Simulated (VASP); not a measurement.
# Na in VASP: single point with r2SCAN

Aim: the single point of Na with r2SCAN.

Everything below comes from runs of VASP 6.6.1. Logs are shortened: lines on timing, memory, paths and dates and some standing lists are left out, and cuts for length are marked.

### Step 1. The cell of the first run

The cell holds a wire or tube with vacuum around it, 4 atoms: a = 12.500 Å, b = 9.300 Å, c = 6.882 Å, α = 90.00°, β = 90.00°, γ = 90.00°.

### Step 2. Single point, r2SCAN, collinear spin

POSCAR reads:

```
Na
1.0
   12.5000000000      0.0000000000      0.0000000000
    0.0000000000      9.3000000000      0.0000000000
    0.0000000000      0.0000000000      6.8822937204
Na
4
Direct
    0.3626033976      0.5000000000      0.0000000000
    0.3626033976      0.5000000000      0.5000000000
    0.6373966024      0.5000000000      0.0000000000
    0.6373966024      0.5000000000      0.5000000000
```

INCAR.step1 reads:

```
SYSTEM = Na
ALGO = Normal
EDIFF = 1E-4
ENCUT = 520
GGA = PE
ISMEAR = 0
ISPIN = 2
LASPH = .True.
LCHARG = .False.
LREAL = .False.
LWAVE = .True.
MAGMOM = 0.5 0.5 0.5 0.5
NBANDS = 26
NELM = 150
PREC = Accurate
SIGMA = 0.05
```

INCAR.step2 reads:

```
SYSTEM = Na
ALGO = Normal
EDIFF = 1E-7
ENCUT = 520
ISIF = 2
ISMEAR = 0
ISPIN = 2
ISTART = 1
LASPH = .True.
LCHARG = .True.
LELF = .True.
LMIXTAU = .True.
LORBIT = 11
LREAL = .False.
LVHAR = .True.
LWAVE = .False.
MAGMOM = 0.5 0.5 0.5 0.5
METAGGA = R2SCAN
NBANDS = 26
NELM = 150
PREC = Accurate
SIGMA = 0.05
```

KPOINTS reads:

```
k-points
0
Gamma
  1 1 10
  0 0 0
```

Potentials or basis: VASP PAW PBE potentials, release 64 (Na_pv).

Command:

```bash
> cat potpaw_PBE.64/Na_pv/POTCAR > POTCAR
> cp INCAR.step1 INCAR
> mpirun -np 1 vasp_std > vasp.out
> cp INCAR.step2 INCAR
> mpirun -np 1 vasp_std > vasp.out
```

OUTCAR:

```text
SYSTEM = Na
   EDIFF = 1E-7
   ENCUT = 520
   ISIF = 2
   ISMEAR = 0
   ISPIN = 2
   ISTART = 1
   LASPH = .True.
   LORBIT = 11
   LREAL = .False.
   METAGGA = R2SCAN
   NELM = 150
   PREC = Accurate

 ion  position               nearest neighbor table
   1  0.363  0.500  0.000-
   2  0.363  0.500  0.500-
   3  0.637  0.500  0.000-
   4  0.637  0.500  0.500-

  LATTYP: Found a simple orthorhombic cell.
 ALAT       =     6.8822937204
 B/A-ratio  =     1.3512936788
 C/A-ratio  =     1.8162549446

  Lattice vectors:

 A1 = (   0.0000000000,   0.0000000000,  -6.8822937204)
 A2 = (   0.0000000000,   9.3000000000,   0.0000000000)
 A3 = (  12.5000000000,   0.0000000000,   0.0000000000)

Analysis of symmetry for initial positions (statically):
=====================================================================
 Subroutine PRICEL returns following result:

  LATTYP: Found a simple orthorhombic cell.
 ALAT       =     3.4411468602
 B/A-ratio  =     2.7025873576
 C/A-ratio  =     3.6325098892
[... 12 lines left out ...]
 Subroutine GETGRP returns: Found  8 space group operations
 (whereof  8 operations were pure point group operations)
 out of a pool of  8 trial point group operations.

The static configuration has the point symmetry D_2h.

Analysis of symmetry for dynamics (positions and initial velocities):
=====================================================================
 Subroutine PRICEL returns following result:

  LATTYP: Found a simple orthorhombic cell.
 ALAT       =     3.4411468602
 B/A-ratio  =     2.7025873576
 C/A-ratio  =     3.6325098892
[... 12 lines left out ...]
 Subroutine GETGRP returns: Found  8 space group operations
 (whereof  8 operations were pure point group operations)
 out of a pool of  8 trial point group operations.

The dynamic configuration has the point symmetry D_2h.

Analysis of structural, dynamic, and magnetic symmetry:
=====================================================================
 Subroutine PRICEL returns following result:

  LATTYP: Found a simple orthorhombic cell.
 ALAT       =     3.4411468602
 B/A-ratio  =     2.7025873576
 C/A-ratio  =     3.6325098892
[... 12 lines left out ...]
 Subroutine GETGRP returns: Found  8 space group operations
 (whereof  8 operations were pure point group operations)
 out of a pool of  8 trial point group operations.

The overall configuration has the point symmetry D_2h.

 Subroutine INISYM returns: Found  8 space group operations
[... 103 lines left out ...]
   METAGGA = R2SCAN    functional components
   LHFCALC =     F    Hartree Fock is set to
   AEXX    =    0.0000 exact exchange contribution
   IVDW    =     0    specifies the selected vdW correction
   LEPSILON=     F    determine dielectric tensor
   LRPA    =     F    only Hartree local field effects (RPA)
 spin polarized calculation
 Gauss-broadening in eV      SIGMA  =   0.05
  energy-cutoff  :      520.00
  volume of cell :      800.07
 maximum number of plane-waves:     21561
 NGX is ok and might be reduce to    96
   NGX = 47   NGY = 35   NGZ = 25

 number of electron      27.9999976 magnetization       0.3993739

 Free energy of the ion-electron system (eV)
  ---------------------------------------------------
  ext. energy  EPLUGINS =         0.00000000
  ---------------------------------------------------
  free energy    TOTEN  =       -11.97955345 eV

  energy without entropy =      -11.97683199  energy(sigma->0) =      -11.97819272

 E-fermi :  -2.1352     XC(G=0):  -2.4208

 val. band max:       -2.1784740466   @ k =   0.0000   0.0000   0.2000
 cond. band min:      -2.0921230832   @ k =   0.0000   0.0000   0.3000
 fundamental gap:      0.0863509633
 Fermi energy:        -2.1351591604

 spin component 1

 k-point     1 :       0.0000    0.0000    0.0000
  band No.  band energies     occupation
      1     -28.7528      1.00000
      2     -28.7503      1.00000
      3     -28.7501      1.00000
      4     -28.7490      1.00000
      5     -28.7468      1.00000
      6     -28.7454      1.00000
[... 163 lines left out ...]
     25       2.3102      0.00000
     26       2.3102      0.00000
 Fermi energy:        -2.1351591604

 spin component 2

 k-point     1 :       0.0000    0.0000    0.0000
  band No.  band energies     occupation
      1     -28.7452      1.00000
      2     -28.7447      1.00000
      3     -28.7445      1.00000
      4     -28.7422      1.00000
      5     -28.7421      1.00000
      6     -28.7406      1.00000
[... 163 lines left out ...]
     25       2.5194      0.00000
     26       2.5198      0.00000

------------------------ aborting loop because EDIFF is reached ----------------------------------------

  FORCE on cell =-STRESS in cart. coord.  units (eV):
  Direction    XX          YY          ZZ          XY          YZ          ZX
  --------------------------------------------------------------------------------------
  -------------------------------------------------------------------------------------
  Total        0.1810459     -0.4551185      0.0415259      0.0000000      0.0000000      0.0000000
  in kB        0.3625543     -0.9113997      0.0831578      0.0000000      0.0000000      0.0000000
  external PRESSURE =      -0.1552292 kB  Pullay stress =       0.0000000 kB

 VOLUME and BASIS-vectors are now :
 -----------------------------------------------------------------------------
  energy-cutoff  :      520.00
  volume of cell :      800.07
      direct lattice vectors                 reciprocal lattice vectors
    12.500000000  0.000000000  0.000000000     0.080000000  0.000000000  0.000000000
     0.000000000  9.300000000  0.000000000     0.000000000  0.107526882  0.000000000
     0.000000000  0.000000000  6.882293720     0.000000000  0.000000000  0.145300396

 POSITION                                       TOTAL-FORCE (eV/Angst)
 -----------------------------------------------------------------------------------
      4.53254      4.65000      0.00000         0.001402     -0.000000     -0.000000
      4.53254      4.65000      3.44115         0.001402     -0.000000     -0.000000
      7.96746      4.65000      0.00000        -0.001402      0.000000      0.000000
      7.96746      4.65000      3.44115        -0.001402      0.000000      0.000000
 -----------------------------------------------------------------------------------
    total drift:                                0.000000      0.000000      0.000000

  FREE ENERGIE OF THE ION-ELECTRON SYSTEM (eV)
  ---------------------------------------------------
  free  energy   TOTEN  =       -11.9795534473 eV

  energy  without entropy=      -11.9768319937  energy(sigma->0) =      -11.97819272

 total charge

# of ion       s       p       d       tot
------------------------------------------
    1        0.100   5.955   0.000   6.056
    2        0.100   5.955   0.000   6.056
    3        0.100   5.955   0.000   6.056
    4        0.100   5.955   0.000   6.056
--------------------------------------------------
tot          0.401  23.821   0.000  24.223

 magnetization (x)

# of ion       s       p       d       tot
------------------------------------------
    1        0.011   0.001   0.000   0.012
    2        0.011   0.001   0.000   0.012
    3        0.011   0.001   0.000   0.012
    4        0.011   0.001   0.000   0.012
--------------------------------------------------
tot          0.044   0.006   0.000   0.050
```

OUTCAR.step1:

```text
SYSTEM = Na
   EDIFF = 1E-4
   ENCUT = 520
   GGA = PE
   ISMEAR = 0
   ISPIN = 2
[... 609 lines left out ...]
      4.53254      4.65000      0.00000         0.009878     -0.000000     -0.000000
      4.53254      4.65000      3.44115         0.009878     -0.000000     -0.000000
      7.96746      4.65000      0.00000        -0.009878      0.000000      0.000000
      7.96746      4.65000      3.44115        -0.009878      0.000000      0.000000
 -----------------------------------------------------------------------------------
    total drift:                                0.000000      0.000000      0.000000

  FREE ENERGIE OF THE ION-ELECTRON SYSTEM (eV)
  ---------------------------------------------------
  free  energy   TOTEN  =        -3.2794989809 eV

  energy  without entropy=       -3.2747596827  energy(sigma->0) =       -3.27712933
```

Wall time 15 min (1 thread of Intel Xeon 6975P-C (Granite Rapids), shared host); peak memory 1.3 GiB.

Results:

```
Free energy                                           : -11.9796 eV
Net moment                                            : 0.40 μB per cell
Valence electrons inside the program's atomic spheres : Na 6.06
```

Caveat: a moment this small can come from the mesh or the smearing; the PAW data sets were made with another functional, which shifts forces and pressure a little.
